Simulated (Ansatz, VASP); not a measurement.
## Two plane-wave programs on NaH

```
Na H
1.0
     3.02900    0.00000    0.00000
     0.00000    3.02900    0.00000
     0.00000    0.00000    3.02900
Na H
1 1
Direct
  0.00000 0.00000 0.00000
  0.50000 0.50000 0.50000
```

Change from the starting cell: strain +0.025 along x and y, +0.025 along z, atoms carried along.

Alike in both runs: task single point; functional PBE; k mesh 10 × 10 × 10; occupations gaussian, width 0.05 eV; no spin polarisation.

```csv
,VASP,Ansatz
version,VASP 6.6.1,Ansatz 0.2.0
potentials or method,"VASP PAW PBE potentials, release 64 (Na_pv, H), cutoff 520 eV","scalar-relativistic, plane waves, PAW"
valence electrons in the cell,8,10
```

|  | VASP | Ansatz | Ansatz less VASP |
| --- | --- | --- | --- |
| gap on the k mesh at the Fermi level (eV) | 1.03 | 1.04 | +0.002 |
| least direct gap on the mesh (eV) | 4.22 | 4.23 | +0.004 |
| pressure (GPa) | -1.4 | -1.4 | +0.04 |

VASP's potentials hold 8 valence electrons a cell and Ansatz's 10, so a difference there can come from the potentials and not from the codes.
